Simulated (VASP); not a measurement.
Write the native input for VASP 6.6.1 that does the following.

```yaml
Task: single point
Functional: PBEsol
Potentials_or_basis: VASP PAW PBE potentials, release 64 (Cd)
Cutoff: 520 eV
k_mesh: 12 × 6 × 13
Occupations: gaussian, width 0.1 eV
Spin: no spin polarisation
Dipole_correction: no
Further_INCAR_settings: ALGO = Fast; EDIFF = 1e-06; NBANDS = 19; ISYM = 0
```

The structure of Cd lies in POSCAR:

```
Cd
1.0
    2.9442122162      0.0000000000      0.0000000000
    0.0000000000      5.6103195842      0.0000000000
    1.4721061081      0.0000000000      2.5497625734
Cd
2
Direct
    0.3333333333      0.7500000000      0.3333333333
    0.6666666667      0.2500000000      0.6666666667
```

These files were run (other wordings do the same):

INCAR

```
SYSTEM = Cd
PREC = Accurate ; ENCUT = 520
EDIFF = 1E-6 ; ISMEAR = 0
SIGMA = 0.1 ; LREAL = .FALSE.
LASPH = .TRUE. ; NELM = 100
ALGO = Fast ; ISIF = 2
LWAVE = .FALSE. ; LCHARG = .FALSE.
GGA = PS ; NBANDS = 19
ISYM = 0
```

KPOINTS

```
regular mesh
0
G
  12 6 13
  0 0 0
```

Potentials or basis: VASP PAW PBE potentials, release 64 (Cd).

Command:

```console
$ cat potpaw_PBE.64/Cd/POTCAR > POTCAR
$ mpirun -np 1 vasp_std > vasp.out
```

It gave:

```yaml
Pressure: 0.5 GPa
Largest_force: 0.003 eV/Å
Band_gap_on_the_k_mesh: zero (bands 12 and 13 overlap by 4.63 eV)
```

Caveat: the PAW data sets were made with another functional, which shifts forces and pressure a little.

Run time: 2.3 min on 1 thread of Intel(R) Xeon(R) Platinum 8488C (Sapphire Rapids), on a shared host, peak memory 0.4 GiB.
